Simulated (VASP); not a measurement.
Set up this calculation in VASP 6.6.1, as the native input.

| Property | Result |
| --- | --- |
| Task | single point |
| Functional | r2SCAN0 |
| Potentials or basis | VASP PAW PBE potentials, release 64 (Ir) |
| Cutoff | 520 eV |
| k mesh | 7 × 7 × 7 |
| Occupations | fermi-dirac, width 0.1 eV |
| Spin | no spin polarisation |
| Dipole correction | no |
| Grid for exact exchange (PRECFOCK) | Normal |
| Further INCAR settings | ALGO = Normal; EDIFF = 1e-06; NBANDS = 10 |

Crystal: Ir.

```
Ir
1.0
    -1.54411    1.54411    1.54411
     1.54411   -1.54411    1.54411
     1.54411    1.54411   -1.54411
Ir
1
Direct
  0.00000 0.00000 0.00000
```

These files were run (other wordings do the same):

POSCAR

```
Ir
1.0
   -1.5441066768      1.5441066768      1.5441066768
    1.5441066768     -1.5441066768      1.5441066768
    1.5441066768      1.5441066768     -1.5441066768
Ir
1
Direct
    0.0000000000      0.0000000000      0.0000000000
```

INCAR.step1

```
SYSTEM = Ir
  PREC = Accurate
  ENCUT = 520
  EDIFF = 1E-5
  ISMEAR = -1
  SIGMA = 0.1
  LREAL = .False.
  LASPH = .True.
  NELM = 80
  ALGO = Normal
  ISIF = 2
  LWAVE = .True.
  LCHARG = .False.
  GGA = PE
  NBANDS = 10
```

INCAR.step2

```
SYSTEM = Ir
  PREC = Accurate
  ENCUT = 520
  EDIFF = 1E-6
  ISMEAR = -1
  SIGMA = 0.1
  LREAL = .False.
  LASPH = .True.
  NELM = 80
  ALGO = Normal
  ISIF = 2
  LWAVE = .False.
  LCHARG = .False.
  METAGGA = R2SCAN
  LHFCALC = .True.
  AEXX = 0.25
  LMIXTAU = .True.
  PRECFOCK = Normal
  ISTART = 1
  NBANDS = 10
```

KPOINTS

```
regular mesh
0
Gamma
  7 7 7
  0 0 0
```

Potentials or basis: VASP PAW PBE potentials, release 64 (Ir).

The run is started by

```console
$ cat potpaw_PBE.64/Ir/POTCAR > POTCAR
$ cp INCAR.step1 INCAR
$ mpirun -np 1 vasp_std > vasp.out
$ cp INCAR.step2 INCAR
$ mpirun -np 1 vasp_std > vasp.out
```

It gave:

The pressure is -8.8 GPa.

Caveat: the k points lie up to 0.41 Å⁻¹ apart; the PAW data sets were made with another functional, which shifts forces and pressure a little.

It used 1400 s of CPU time on 1 thread of AMD EPYC 7R13 Processor (Zen 3), on a shared host.
